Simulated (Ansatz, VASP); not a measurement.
SrCl2: VASP beside Ansatz

```
Sr Cl
1.0
     2.45672    1.41839    4.01532
    -2.45672    1.41839    4.01532
     0.00000   -2.83678    4.01532
Sr Cl
1 2
Direct
  0.00000 0.00000 0.00000
  0.24995 0.24995 0.24995
  0.75005 0.75005 0.75005
```

Alike in both runs: task single point; functional PBE0; k mesh 4 × 4 × 4; no spin polarisation.

|  | VASP | Ansatz |
| --- | --- | --- |
| version | VASP 6.6.1 | Ansatz 0.2.0 |
| potentials or method | VASP PAW PBE potentials, release 64 (Sr_sv, Cl) | plane waves, PAW |
| plane-wave cutoff (eV) | 520 | 420 |
| occupations | gaussian, width 0.01 eV | fixed |
| valence electrons in the cell | 24 | 24 |

```tsv
	VASP	Ansatz	Ansatz less VASP
gap on the k mesh at the Fermi level (eV)	7.40	7.39	-0.005
pressure (GPa)	0.9	0.8	-0.04
```

Ansatz's warnings: stress exchange threshold loose, stress scf threshold loose.
